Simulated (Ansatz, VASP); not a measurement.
# Eu in VASP and in Ansatz

File POSCAR:

```
Eu
1.0
    3.4929783778      0.0000000000      0.0000000000
    0.0000000000      3.4929783778      0.0000000000
    0.0000000000      0.0000000000      3.4929783778
Eu
1
Direct
    0.0000000000      0.0000000000      0.0000000000
```

INCAR.step1

```
SYSTEM = Eu
PREC = Accurate
ENCUT = 520
ISMEAR = -1
SIGMA = 0.05
LREAL = .FALSE.
LASPH = .TRUE.
NELM = 150
ISPIN = 2
MAGMOM = 7
LMAXMIX = 6
NBANDS = 18
GGA = PE
ALGO = Normal
EDIFF = 1E-4
LWAVE = .TRUE.
LCHARG = .FALSE.
```

File INCAR.step2:

```
SYSTEM = Eu
PREC = Accurate
ENCUT = 520
EDIFF = 1E-8
ISMEAR = -1
SIGMA = 0.05
LREAL = .FALSE.
LASPH = .TRUE.
NELM = 150
ALGO = Normal
ISIF = 2
LWAVE = .FALSE.
LCHARG = .FALSE.
ISPIN = 2
MAGMOM = 7
LORBIT = 11
LMAXMIX = 6
METAGGA = R2SCAN
LMIXTAU = .TRUE.
LEFG = .TRUE.
NBANDS = 18
ISTART = 1
```

KPOINTS

```
Automatic mesh
0
G
  11 11 11
  0 0 0
```

Input for Ansatz:

```yaml
crystal:
  lattice:
    - [3.4929783778, 0.0, 0.0]
    - [0.0, 3.4929783778, 0.0]
    - [0.0, 0.0, 3.4929783778]
  atoms:
    - { symbol: Eu, position: [0.0, 0.0, 0.0], spin: 7.0 }
magnetization:
  spin_polarized: true
kpoints:
  mp_grid: { grid: [11, 11, 11] }
  band_path:
    path:
      - [0.0, 0.0, 0.0]
      - [0.0, 0.5, 0.0]
      - [0.5, 0.5, 0.0]
      - [0.0, 0.0, 0.0]
      - [0.5, 0.5, 0.5]
      - [0.0, 0.5, 0.0]
      - [0.5, 0.5, 0.5]
      - [0.5, 0.5, 0.0]
    npoints: 5
scf:
  occupations: { method: fermi_dirac, width: 0.05 }
hamiltonian:
  xc: r2scan
  pseudopotentials: { kind: paw }
output:
  forces: true
  stress: true
  eigenvalues: true
  efg: { contact_densities: true }
```

Alike in both runs: task electric field gradients; functional r2SCAN; k mesh 11 × 11 × 11; occupations fermi-dirac, width 0.05 eV; collinear spin.

|  | VASP | Ansatz |
| --- | --- | --- |
| version | VASP 6.6.1 | Ansatz 0.2.0 |
| potentials or method | VASP PAW PBE potentials, release 64 (Eu) | PAW with Ansatz's default frozen-core files, scalar-relativistic |
| plane-wave cutoff (eV) | 520 | 500 |
| valence electrons in the cell | 17 | 17 |

```tsv
	VASP	Ansatz	Ansatz less VASP
pressure (GPa)	-0.6	-0.2	+0.34
net moment per atom (μB)	7.18	7.17	-0.005
size of the moment on the site where the two differ most (μB)	6.63	7.01	+0.382
```

VASP's potentials were made for PBE, not for r2SCAN. Site moments also hang on the region over which each program counts them. Ansatz's warnings: stability check not made.

Spin-orbit coupling is off throughout.
